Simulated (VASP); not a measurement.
# In2Te2S (P4/mmm) in VASP: relaxation of cell and atoms with PBE

Aim: the relaxation of cell and atoms of In2Te2S with PBE.

Everything below comes from runs of VASP 6.6.1. Logs are shortened: lines on timing, memory, paths and dates and some standing lists are left out, and cuts for length are marked.

## 1. The cell of the first run

The structure is tetragonal, space group P4/mmm (No. 123). Conventional cell: a = 5.921 Å, b = 5.921 Å, c = 4.929 Å, α = 90.00°, β = 90.00°, γ = 90.00°. Within 3.9 Å of In (site symmetry mmm) lie 6 Te at 2.96 to 3.85 Å and 4 S at 3.85 Å. Within 3.3 Å of Te (site symmetry 4/mmm) lie 2 S at 2.46 Å and 4 In at 2.96 Å. Within 5.1 Å of Te (site symmetry 4/mmm) lie 8 In at 3.85 Å and 4 S at 4.19 Å and 10 Te at 4.86 to 4.93 Å. S (site symmetry 4/mmm) has 2 Te at 2.46 Å within 3.3 Å.

## 2. Relaxation of cell and atoms, PBE

Input file INCAR:

```
SYSTEM = In2Te2S
PREC = Accurate
ENCUT = 600
EDIFF = 1E-7
ISMEAR = 0
SIGMA = 0.1
LREAL = .FALSE.
LASPH = .TRUE.
NELM = 100
ALGO = Normal
ISIF = 3
LWAVE = .FALSE.
LCHARG = .FALSE.
GGA = PE
IBRION = 2
NSW = 100
EDIFFG = -0.01
```

Input file KPOINTS:

```
Automatic mesh
0
G
  6 6 8
  0 0 0
```

Input file POSCAR:

```
In2Te2S
1.0
    5.9207936910      0.0000000000      0.0000000000
    0.0000000000      5.9207936910      0.0000000000
    0.0000000000      0.0000000000      4.9288312908
In Te S
2 2 1
Direct
    0.5000000000      0.0000000000      0.0000000000
    0.0000000000      0.5000000000      0.0000000000
    0.0000000000      0.0000000000      0.0000000000
    0.5000000000      0.5000000000      0.5000000000
    0.0000000000      0.0000000000      0.5000000000
```

Potentials or basis: VASP PAW PBE potentials, release 64 (In_d, Te, S).

Started as:

```
cat potpaw_PBE.64/In_d/POTCAR potpaw_PBE.64/Te/POTCAR potpaw_PBE.64/S/POTCAR > POTCAR
mpirun -np 1 vasp_std > vasp.out
```

OUTCAR:

```text
SYSTEM = In2Te2S
   PREC = Accurate
   ENCUT = 600
   EDIFF = 1E-7
   ISMEAR = 0
   LREAL = .FALSE.
   LASPH = .TRUE.
   NELM = 100
   ISIF = 3
   GGA = PE
   IBRION = 2
   NSW = 100
   EDIFFG = -0.01

 ion  position               nearest neighbor table
   1  0.500  0.000  0.000-   3 2.96   3 2.96   4 3.85   4 3.85   4 3.85   4 3.85
   2  0.000  0.500  0.000-   3 2.96   3 2.96   4 3.85   4 3.85   4 3.85   4 3.85
   3  0.000  0.000  0.000-   5 2.46   5 2.46   1 2.96   2 2.96   2 2.96   1 2.96
   4  0.500  0.500  0.500-   1 3.85   2 3.85   1 3.85   2 3.85   1 3.85   1 3.85   2 3.85   2 3.85

   5  0.000  0.000  0.500-   3 2.46   3 2.46

  LATTYP: Found a simple tetragonal cell.
 ALAT       =     5.9207936910
 C/A-ratio  =     0.8324612456

  Lattice vectors:

 A1 = (   5.9207936910,   0.0000000000,   0.0000000000)
 A2 = (   0.0000000000,   5.9207936910,   0.0000000000)
 A3 = (   0.0000000000,   0.0000000000,   4.9288312908)

Analysis of symmetry for initial positions (statically):
=====================================================================
 Subroutine PRICEL returns:
 Original cell was already a primitive cell.

 Routine SETGRP: Setting up the symmetry group for a
 simple tetragonal supercell.

 Subroutine GETGRP returns: Found 16 space group operations
 (whereof 16 operations were pure point group operations)
 out of a pool of 16 trial point group operations.

The static configuration has the point symmetry D_4h.

Analysis of symmetry for dynamics (positions and initial velocities):
=====================================================================
 Subroutine PRICEL returns:
 Original cell was already a primitive cell.

 Routine SETGRP: Setting up the symmetry group for a
 simple tetragonal supercell.

 Subroutine GETGRP returns: Found 16 space group operations
 (whereof 16 operations were pure point group operations)
 out of a pool of 16 trial point group operations.

The dynamic configuration has the point symmetry D_4h.

 Subroutine INISYM returns: Found 16 space group operations
 (whereof 16 operations are pure point group operations),
 and found     1 'primitive' translations

----------------------------------------------------------------------------------------

                                     Primitive cell

  volume of cell :     172.7841

  direct lattice vectors                    reciprocal lattice vectors
[... 95 lines left out ...]
   EDIFFG = -.1E-01   stopping-criterion for IOM
   NSW    =    100    number of steps for IOM
   IBRION =      2    ionic relax: 0-MD 1-quasi-New 2-CG
   NFREE  =      1    steps in history (QN), initial steepest desc. (CG)
   ISIF   =      3    stress and relaxation
   ISYM   =      2    0-nonsym 1-usesym 2-fastsym
   POTIM  = 0.5000    time-step for ionic-motion
   TEBEG  =    0.0;   TEEND  =   0.0 temperature during run
   PSTRESS=    0.0 pullay stress
   NELECT =      44.0000    total number of electrons
   NUPDOWN=      -1.0000    fix difference up-down
   EMIN   =  10.00;   EMAX   =-10.00  energy-range for DOS
   EFERMI =   0.00;   METHOD = LEGACY
   ISMEAR =     0;   SIGMA  =   0.10  broadening in eV -4-tet -1-fermi 0-gaus
   EFERMI_NEDOS =   21; number of points for ismear=-14 and -15
   IALGO  =     38    algorithm
   IMIX   =      4    mixing-type and parameters
     AMIX     =   0.40;   BMIX     =  1.00
     AMIX_MAG =   1.60;   BMIX_MAG =  1.00
  volume/ion in A,a.u.               =      34.56       233.20
  Fermi-wavevector in a.u.,A,eV,Ry     =   1.037666  1.960905 14.650097  1.076752
  Thomas-Fermi vector in A             =   2.172115
   LORBIT       =      0    0 simple, 1 ext, 2 COOP (PROOUT), +10 PAW based schemes
   GGA     = PE    functional components
   LHFCALC =     F    Hartree Fock is set to
   AEXX    =    0.0000 exact exchange contribution
   IVDW    =     0    specifies the selected vdW correction
   LEPSILON=     F    determine dielectric tensor
   LRPA    =     F    only Hartree local field effects (RPA)
 conjugate gradient relaxation of ions
 non-spin polarized calculation
 Gauss-broadening in eV      SIGMA  =   0.10
  energy-cutoff  :      600.00
  volume of cell :      172.78
 maximum number of plane-waves:      5800
 NGX is ok and might be reduce to    48
   NGX = 23   NGY = 23   NGZ = 19

--------------------------------------- Ionic step        1  -------------------------------------------

 number of electron      43.9999997 magnetization

 Free energy of the ion-electron system (eV)
  ---------------------------------------------------
  ext. energy  EPLUGINS =         0.00000000
  ---------------------------------------------------
  free energy    TOTEN  =       -14.24164824 eV

  energy without entropy =      -14.22208191  energy(sigma->0) =      -14.23186507

------------------------ aborting loop because EDIFF is reached ----------------------------------------

  FORCE on cell =-STRESS in cart. coord.  units (eV):
  Direction    XX          YY          ZZ          XY          YZ          ZX
  --------------------------------------------------------------------------------------
  -------------------------------------------------------------------------------------
  Total        0.1776898      0.1776898     -0.4442598      0.0000000     -0.0000000      0.0000000
  in kB        1.6476665      1.6476665     -4.1194935      0.0000000     -0.0000000      0.0000000
  external PRESSURE =      -0.2747202 kB  Pullay stress =       0.0000000 kB
[... 143 lines left out ...]
--------------------------------------- Ionic step        5  -------------------------------------------

 number of electron      43.9999997 magnetization

 Free energy of the ion-electron system (eV)
  ---------------------------------------------------
  ext. energy  EPLUGINS =         0.00000000
  ---------------------------------------------------
  free energy    TOTEN  =       -14.24281396 eV

  energy without entropy =      -14.22336451  energy(sigma->0) =      -14.23308923

 E-fermi :   3.8778     XC(G=0):  -8.5929

 val. band max:        3.8739998732   @ k =   0.0000   0.0000   0.5000
 cond. band min:       3.8871584418   @ k =   0.1667   0.0000   0.2500
 fundamental gap:      0.0131585686
 Fermi energy:         3.8777877682

 k-point     1 :       0.0000    0.0000    0.0000
  band No.  band energies     occupation
      1     -10.9854      2.00000
      2     -10.5394      2.00000
      3     -10.5323      2.00000
      4     -10.5140      2.00000
      5     -10.5095      2.00000
      6     -10.5095      2.00000
[... 685 lines left out ...]
     25       6.2329      0.00000
     26       6.6588      0.00000

 [... further k-points ...]
[... 5 lines left out ...]
  --------------------------------------------------------------------------------------
  -------------------------------------------------------------------------------------
  Total        0.0210928      0.0210928      0.0069693      0.0000000     -0.0000000      0.0000000
  in kB        0.1954398      0.1954398      0.0645757      0.0000000     -0.0000000      0.0000000
  external PRESSURE =       0.1518184 kB  Pullay stress =       0.0000000 kB
[... 20 lines left out ...]
  FREE ENERGIE OF THE ION-ELECTRON SYSTEM (eV)
  ---------------------------------------------------
  free  energy   TOTEN  =       -14.2428139627 eV

  energy  without entropy=      -14.2233645059  energy(sigma->0) =      -14.23308923

 reached required accuracy - stopping structural energy minimisation
```

OSZICAR:

```text
N       E                     dE             d eps       ncg     rms          rms(c)
DAV:   1     0.381890007198E+03    0.38189E+03   -0.20727E+04  2600   0.185E+03
DAV:   2     0.349531870700E+02   -0.34694E+03   -0.34149E+03  2658   0.417E+02
DAV:   3    -0.124055400822E+02   -0.47359E+02   -0.46126E+02  3438   0.156E+02
DAV:   4    -0.151423486196E+02   -0.27368E+01   -0.27157E+01  3034   0.357E+01
[... 44 lines left out ...]
DAV:   4    -0.142428219857E+02    0.11223E-04   -0.55333E-05  3508   0.403E-02    0.212E-02
DAV:   5    -0.142428189976E+02    0.29881E-05   -0.37084E-06  3098   0.112E-02    0.201E-02
DAV:   6    -0.142428163971E+02    0.26005E-05   -0.93823E-07  2800   0.850E-03    0.997E-03
DAV:   7    -0.142428139799E+02    0.24172E-05   -0.81066E-07  3410   0.785E-03    0.474E-03
DAV:   8    -0.142428139627E+02    0.17149E-07   -0.89686E-08  1498   0.255E-03
   5 F= -.14242814E+02 E0= -.14233089E+02  d E =-.538809E-04
```

CONTCAR:

```text
In2Te2S
   1.00000000000000
     5.9330087318267291    0.0000000000000000    0.0000000000000000
     0.0000000000000000    5.9330087318267291    0.0000000000000000
     0.0000000000000000   -0.0000000000000000    4.9122645242143399
  In              Te              S
     2     2     1
Direct
     0.5000000000000000    0.0000000000000000    0.0000000000000000
     0.0000000000000000    0.5000000000000000    0.0000000000000000
     0.0000000000000000    0.0000000000000000    0.0000000000000000
     0.5000000000000000    0.5000000000000000    0.5000000000000000
     0.0000000000000000    0.0000000000000000    0.5000000000000000

  0.00000000E+00  0.00000000E+00  0.00000000E+00
  0.00000000E+00  0.00000000E+00  0.00000000E+00
  0.00000000E+00  0.00000000E+00  0.00000000E+00
  0.00000000E+00  0.00000000E+00  0.00000000E+00
  0.00000000E+00  0.00000000E+00  0.00000000E+00
```

Run time: 22 min. Hardware: 1 thread of Oxide Virtual Turin-like, shared host; peak memory 0.46 GiB.

What came out:

```
Free energy                            : -14.2428 eV
Relaxed volume                         : 34.58 Å³/atom
Relaxed cell                           : a = 5.933 Å, b = 5.933 Å, c = 4.912 Å, α = 90.00°, β = 90.00°, γ = 90.00°
Space group after relaxing (to 0.05 Å) : P4/mmm (No. 123)
Energy gained by relaxing              : 0.2 meV/atom
Ionic steps                            : 5
Pressure after relaxing                : 0.0 GPa
Band gap on the k mesh                 : zero (band 22 reaches 5.30 eV, above the bottom of band 23 at 3.39 eV)
```

The path:
| step | energy change (eV) | largest force (eV/Å) | pressure (GPa) | volume (Å³) |
| --- | --- | --- | --- | --- |
| 1 | 0.0000 | 0.0000 | -0.03 | 172.78 |
| 2 | -0.0011 | 0.0000 | 0.06 | 172.63 |
| 3 | -0.0011 | 0.0000 | 0.05 | 172.65 |
| 4 | -0.0011 | 0.0000 | 0.05 | 172.66 |
| 5 | -0.0012 | 0.0000 | 0.02 | 172.91 |

Final structure:
```xyz
5
Lattice="5.9330 0.0000 0.0000 0.0000 5.9330 0.0000 0.0000 0.0000 4.9123" Properties=species:S:1:pos:R:3 pbc="T T T"
In    2.9665    0.0000    0.0000
In    0.0000    2.9665    0.0000
Te    0.0000    0.0000    0.0000
Te    2.9665    2.9665    2.4561
S     0.0000    0.0000    2.4561
```

Caveat: spin-orbit coupling is left out, which moves the levels of the heavy elements.
